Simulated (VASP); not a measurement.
KF (Carobbiite):

```
CELL_PARAMETERS angstrom
0.00000 2.68289 2.68289
2.68289 0.00000 2.68289
2.68289 2.68289 0.00000
ATOMIC_POSITIONS crystal
K 0.00000 0.00000 0.00000
F 0.50000 0.50000 0.50000
```

This cell differs from its parent crystal: strain +0.9%.

Base run:

* Program: VASP 6.6.1
* Functional: r2SCAN
* Potentials or basis: VASP PAW PBE potentials, release 64 (K_sv, F)
* Cutoff: 520 eV
* k mesh: 8 × 8 × 8
* Occupations: gaussian, width 0.01 eV
* Spin: no spin polarisation

Its results: band gap on the k mesh 6.76 eV, direct; pressure -0.9 GPa.

Question: The run is repeated on the same cell with these changes: functional from r2SCAN to PBE; occupations from gaussian, width 0.01 eV to fermi-dirac, width 0.02 eV. What comes out?

Answer: Band gap on the k mesh 6.10 eV, direct; pressure 1.0 GPa.

Caveats: the PAW data sets were made with another functional, which shifts forces and pressure a little (some runs).

A k mesh can miss the band edges.
